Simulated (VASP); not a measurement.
Runs of VASP 6.6.1 on Ta3BeAl. The structure is that of space group Pm-3m (No. 221), or close to it. The cells are those of the table. 

| task | cell | k mesh | cutoff (eV) | gap on the mesh (eV) | pressure (GPa) | relaxed volume (Å³/atom) |
| --- | --- | --- | --- | --- | --- | --- |
| relaxation of cell and atoms | relaxed from a = 4.099 Å, 5 atoms | 4 × 4 × 4 | 600 | none | 0.0 | (a) |
| single point | a = 4.099 Å, 5 atoms | 4 × 4 × 4 | 520 | none | 90.7 | - |
| single point | a = 4.658 Å, 5 atoms | 4 × 4 × 4 | 520 | none | 0.4 | - |
| single point | a = 4.661 Å, 5 atoms | 8 × 8 × 8 | 520 | none | 0.0 | - |
| relaxation of cell and atoms | relaxed from a = 4.658 Å, 5 atoms | 8 × 8 × 8 | 600 | none | 0.0 | 20.26 |

Alike in all rows: level PBE; potentials or basis VASP PAW PBE potentials, release 64 (Ta_pv, Be, Al); no spin polarisation; smearing gaussian 0.1 eV.

**Question.** Fill in the values left out.

**Answer.** (a) 20.28.

Caveats: some runs use coarse meshes; spin-orbit coupling is left out, which moves the levels of the heavy elements; the volume moved by over 15 % at a fixed basis, so the end points are rough (some runs).

A k mesh can miss the band edges, and the runs leave out spin-orbit coupling on Ta.

A gap of «none» marks levels without a gap at the run's occupations.
